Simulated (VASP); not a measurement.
**Ge: single point with RPBE**

Ge:

```
CELL_PARAMETERS angstrom
0.00000 2.82891 2.82891
2.82891 0.00000 2.82891
2.82891 2.82891 0.00000
ATOMIC_POSITIONS crystal
Ge 0.00000 0.00000 0.00000
Ge 0.25000 0.25000 0.25000
```

```
Program                : VASP 6.6.1
Task                   : single point
Functional             : RPBE
Potentials or basis    : VASP PAW PBE potentials, release 64 (Ge_d)
Cutoff                 : 500 eV
k mesh                 : 4 × 4 × 4
Occupations            : gaussian, width 0.01 eV
Spin                   : no spin polarisation
Dipole correction      : no
Further INCAR settings : ALGO = Normal; EDIFF = 1e-06; NBANDS = 21
```

```
Pressure               : 5.3 GPa
Band gap on the k mesh : 0.16 eV, direct
```

Levels at points of the mesh, in eV from the valence-band top:
```tsv
k point	band 12	band 13	band 14	band 15	band 16	band 17
(0.00, 0.00, 0.00)	0.00	0.00	0.00	0.16	2.55	2.55
(0.50, 0.00, 0.00)	-7.56	-1.41	-1.41	0.27	3.75	3.75
(0.50, 0.50, 0.00)	-8.85	-3.08	-3.08	0.84	0.84	9.56
```

It took 7.1 s on 1 thread of Intel(R) Xeon(R) 6975P-C (Granite Rapids) (shared host), peak memory 0.15 GiB.

Caveat: the k points lie up to 0.48 Å⁻¹ apart; the PAW data sets were made with another functional, which shifts forces and pressure a little. A k mesh can miss the band edges.
